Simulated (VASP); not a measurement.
# GaSb (F-43m) in VASP: a series of runs, part 2 of 2

VASP 6.6.1.

## Step 3: Single point, r2SCAN50

This run uses another cell than the first one, of 29.77 Å³/atom.

Contents of POSCAR:

```
GaSb
1.0
    0.0000000000      3.0992546163      3.0992546163
    3.0992546163      0.0000000000      3.0992546163
    3.0992546163      3.0992546163      0.0000000000
Sb Ga
1 1
Direct
    0.7500000000      0.7500000000      0.7500000000
    0.0000000000      0.0000000000      0.0000000000
```

Contents of INCAR.step1:

```
  ALGO = Normal
  EDIFF = 1E-5
  ENCUT = 520
  GGA = PE
  ISIF = 2
  ISMEAR = -1
  LASPH = T
  LCHARG = F
  LREAL = F
  LWAVE = T
  NBANDS = 16
  NELM = 100
  PREC = Accurate
  SIGMA = 0.05
```

Contents of INCAR.step2:

```
  AEXX = 0.5
  ALGO = Normal
  EDIFF = 1E-6
  ENCUT = 520
  ISIF = 2
  ISMEAR = -1
  ISTART = 1
  LASPH = T
  LCHARG = F
  LHFCALC = T
  LMIXTAU = T
  LREAL = F
  LWAVE = F
  METAGGA = R2SCAN
  NBANDS = 16
  NELM = 100
  PREC = Accurate
  PRECFOCK = Normal
  SIGMA = 0.05
```

Contents of KPOINTS:

```
k-points
0
Gamma
  4 4 4
```

Potentials or basis: VASP PAW PBE potentials, release 64 (Sb, Ga_d).

The run is started by

```sh
> cat potpaw_PBE.64/Sb/POTCAR potpaw_PBE.64/Ga_d/POTCAR > POTCAR
> cp INCAR.step1 INCAR
> mpirun -np 1 vasp_std > vasp.out
> cp INCAR.step2 INCAR
> mpirun -np 1 vasp_std > vasp.out
```

OUTCAR:

```text
AEXX = 0.5
   EDIFF = 1E-6
   ENCUT = 520
   ISIF = 2
   ISMEAR = -1
   ISTART = 1
   LASPH = T
   LHFCALC = T
   LREAL = F
   METAGGA = R2SCAN
   NELM = 100
   PREC = Accurate
   PRECFOCK = Normal

 ion  position               nearest neighbor table
   1  0.750  0.750  0.750-   2 2.68   2 2.68   2 2.68   2 2.68
   2  0.000  0.000  0.000-   1 2.68   1 2.68   1 2.68   1 2.68

  LATTYP: Found a face centered cubic cell.
 ALAT       =     6.1985092326

  Lattice vectors:

[... 327 lines left out ...]

------------------------ aborting loop because EDIFF is reached ----------------------------------------

  FORCE on cell =-STRESS in cart. coord.  units (eV):
  Direction    XX          YY          ZZ          XY          YZ          ZX
  --------------------------------------------------------------------------------------
  -------------------------------------------------------------------------------------
  Total       -2.1626140     -2.1626140     -2.1626140      0.0000000      0.0000000     -0.0000000
  in kB      -58.1952894    -58.1952894    -58.1952894      0.0000000      0.0000000     -0.0000000
  external PRESSURE =     -58.1952894 kB  Pullay stress =       0.0000000 kB

 VOLUME and BASIS-vectors are now :
 -----------------------------------------------------------------------------
  energy-cutoff  :      520.00
  volume of cell :       59.54
      direct lattice vectors                 reciprocal lattice vectors
     0.000000000  3.099254616  3.099254616    -0.161329114  0.161329114  0.161329114
     3.099254616  0.000000000  3.099254616     0.161329114 -0.161329114  0.161329114
     3.099254616  3.099254616  0.000000000     0.161329114  0.161329114 -0.161329114

 POSITION                                       TOTAL-FORCE (eV/Angst)
 -----------------------------------------------------------------------------------
      4.64888      4.64888      4.64888        -0.000000     -0.000000     -0.000000
      0.00000      0.00000      0.00000         0.000000      0.000000      0.000000
 -----------------------------------------------------------------------------------
    total drift:                               -0.000015      0.000037     -0.000005

  FREE ENERGIE OF THE ION-ELECTRON SYSTEM (eV)
  ---------------------------------------------------
  free  energy   TOTEN  =       -28.6295711766 eV

  energy  without entropy=      -28.6295711765  energy(sigma->0) =      -28.62957118
```

OSZICAR.step1:

```text
N       E                     dE             d eps       ncg     rms          rms(c)
DAV:   1     0.786295095399E+02    0.78630E+02   -0.86871E+03   264   0.140E+03
DAV:   2    -0.143854817700E+01   -0.80068E+02   -0.76718E+02   288   0.279E+02
DAV:   3    -0.715164260079E+01   -0.57131E+01   -0.56978E+01   304   0.627E+01
DAV:   4    -0.724236538702E+01   -0.90723E-01   -0.90703E-01   336   0.876E+00
DAV:   5    -0.724478941339E+01   -0.24240E-02   -0.24240E-02   328   0.127E+00    0.308E+00
DAV:   6    -0.719749507624E+01    0.47294E-01   -0.69995E-02   392   0.389E+00    0.185E+00
DAV:   7    -0.718496687963E+01    0.12528E-01   -0.42113E-02   288   0.153E+00    0.374E-01
DAV:   8    -0.718650900489E+01   -0.15421E-02   -0.50793E-03   336   0.762E-01    0.894E-02
DAV:   9    -0.718718538237E+01   -0.67638E-03   -0.87614E-04   264   0.228E-01    0.338E-02
DAV:  10    -0.718723838251E+01   -0.53000E-04   -0.54630E-05   344   0.450E-02    0.904E-03
DAV:  11    -0.718726462109E+01   -0.26239E-04   -0.36244E-05   264   0.398E-02    0.716E-03
DAV:  12    -0.718726577101E+01   -0.11499E-05   -0.19139E-06   296   0.906E-03
   1 F= -.71872658E+01 E0= -.71856749E+01  d E =-.318178E-02
```

It took 21 min on 1 thread of Intel Xeon 8259CL, shared host; peak memory 0.23 GiB.

Results:

| Property | Result |
| --- | --- |
| Free energy | -28.6296 eV |
| Pressure | -5.8 GPa |
| Band gap on the k mesh | 3.08 eV |

Levels at points of the mesh, in eV from the valence-band top:
| k point | band 7 | band 8 | band 9 | band 10 | band 11 | band 12 |
| --- | --- | --- | --- | --- | --- | --- |
| (0.00, 0.00, 0.00) | 0.00 | 0.00 | 0.00 | 3.08 | 5.85 | 5.85 |
| (0.50, 0.00, 0.00) | -7.28 | -1.27 | -1.27 | 3.30 | 6.90 | 6.90 |
| (0.50, 0.50, 0.00) | -7.80 | -2.89 | -2.89 | 3.74 | 4.12 | 12.59 |

Caveat: the k points lie up to 0.44 Å⁻¹ apart; the PAW data sets were made with another functional, which shifts forces and pressure a little; spin-orbit coupling is left out, which moves the levels of the heavy elements.

## Step 4: Single point, r2SCAN50

This run uses another cell than the first one, of 30.34 Å³/atom.

Contents of POSCAR:

```
GaSb
1.0
    0.0000000000      3.1189956238      3.1189956238
    3.1189956238      0.0000000000      3.1189956238
    3.1189956238      3.1189956238      0.0000000000
Sb Ga
1 1
Direct
    0.7500000000      0.7500000000      0.7500000000
    0.0000000000      0.0000000000      0.0000000000
```

Contents of INCAR.step1:

```
PREC     = Accurate       # precision mode
ENCUT    = 520            # plane-wave cutoff, eV
EDIFF    = 1E-5           # SCF threshold, eV
ISMEAR   = -1             # smearing method
SIGMA    = 0.05           # smearing width, eV
LREAL    = False          # projectors in reciprocal space
LASPH    = True           # aspherical terms in the spheres
NELM     = 100            # most SCF steps
ALGO     = Normal         # electronic algorithm
ISIF     = 2              # what is computed and relaxed
LWAVE    = True           # write WAVECAR
LCHARG   = False          # write CHGCAR
GGA      = PE             # functional
NBANDS   = 16             # bands
```

Contents of INCAR.step2:

```
PREC     = Accurate       # precision mode
ENCUT    = 520            # plane-wave cutoff, eV
EDIFF    = 1E-6           # SCF threshold, eV
ISMEAR   = -1             # smearing method
SIGMA    = 0.05           # smearing width, eV
LREAL    = False          # projectors in reciprocal space
LASPH    = True           # aspherical terms in the spheres
NELM     = 100            # most SCF steps
ALGO     = Normal         # electronic algorithm
ISIF     = 2              # what is computed and relaxed
LWAVE    = False          # write WAVECAR
LCHARG   = False          # write CHGCAR
METAGGA  = R2SCAN         # meta-GGA
LHFCALC  = True           # exact exchange
AEXX     = 0.5            # exact-exchange fraction
LMIXTAU  = True         
PRECFOCK = Normal       
ISTART   = 1            
NBANDS   = 16             # bands
```

Contents of KPOINTS:

```
Automatic mesh
0
Gamma
  4 4 4
```

The run is started by

```sh
> cat potpaw_PBE.64/Sb/POTCAR potpaw_PBE.64/Ga_d/POTCAR > POTCAR
> cp INCAR.step1 INCAR
> mpirun -np 1 vasp_std > vasp.out
> cp INCAR.step2 INCAR
> mpirun -np 1 vasp_std > vasp.out
```

Wall time 22 min (1 thread of Intel Xeon 8259CL, shared host); peak memory 0.23 GiB.

Results (log left out):

| Quantity | Value |
| --- | --- |
| Free energy | -28.5853 eV |
| Pressure | -6.6 GPa |
| Band gap on the k mesh | 2.89 eV |

Levels at points of the mesh, in eV from the valence-band top:
| k point | band 6 | band 7 | band 8 | band 9 | band 10 | band 11 | band 12 | band 13 |
| --- | --- | --- | --- | --- | --- | --- | --- | --- |
| (0.00, 0.00, 0.00) | -13.22 | 0.00 | 0.00 | 0.00 | 2.89 | 5.85 | 5.85 | 5.85 |
| (0.50, 0.00, 0.00) | -11.37 | -7.18 | -1.24 | -1.24 | 3.23 | 6.88 | 6.88 | 9.83 |
| (0.50, 0.50, 0.00) | -10.41 | -7.71 | -2.81 | -2.81 | 3.74 | 4.14 | 12.44 | 12.44 |

Caveat: the k points lie up to 0.44 Å⁻¹ apart; the PAW data sets were made with another functional, which shifts forces and pressure a little; spin-orbit coupling is left out, which moves the levels of the heavy elements.

## Step 5: The runs side by side

| cell | gap on the mesh (eV) | pressure (GPa) |
| --- | --- | --- |
| a = 4.355 Å, angles 60.0°, 2 atoms | 3.26 | -4.9 |
| a = 4.383 Å, angles 60.0°, 2 atoms | 3.08 | -5.8 |
| a = 4.411 Å, angles 60.0°, 2 atoms | 2.89 | -6.6 |

Alike in all rows: task single point; level r2SCAN50; potentials or basis VASP PAW PBE potentials, release 64 (Sb, Ga_d); no spin polarisation; k mesh 4 × 4 × 4; cutoff (eV) 520; smearing fermi-dirac 0.05 eV.

Caveats: all runs use coarse meshes; the PAW data sets were made with another functional, which shifts forces and pressure a little; spin-orbit coupling is left out, which moves the levels of the heavy elements.

Total energies depend on the potentials used, so only differences within one code and one set of settings carry meaning.
